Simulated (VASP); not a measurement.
NaCl: single point with PBEsol+D3(BJ)

The system is NaCl.

```
Cl Na
1.0
     0.00000    2.74790    2.74790
     2.74790    0.00000    2.74790
     2.74790    2.74790    0.00000
Cl Na
1 1
Direct
  0.50000 0.50000 0.50000
  0.00000 0.00000 0.00000
```

```yaml
Program: VASP 6.6.1
Task: single point
Functional: PBEsol
Dispersion: D3(BJ)
Potentials_or_basis: VASP PAW PBE potentials, release 64 (Cl, Na_pv)
Cutoff: 520 eV
k_mesh: 8 × 8 × 8
Occupations: fermi-dirac, width 0.05 eV
Spin: no spin polarisation
```

```yaml
Pressure: 0.1 GPa
Band_gap_on_the_k_mesh: 5.23 eV
Dispersion_energy_per_atom: -0.207 eV
```

Levels at points of the mesh, in eV from the valence-band top:
```tsv
k point	band 5	band 6	band 7	band 8	band 9	band 10
(0.00, 0.00, 0.00)	0.00	0.00	0.00	5.23	11.06	11.06
(0.50, 0.00, 0.00)	-2.22	-0.32	-0.32	7.20	11.04	11.04
(0.50, 0.50, 0.00)	-1.92	-0.69	-0.69	7.65	7.81	11.69
```

It took 27 s on 1 thread of Intel Xeon 8259CL (shared host), peak memory 0.17 GiB.

Caveat: the PAW data sets were made with another functional, which shifts forces and pressure a little.
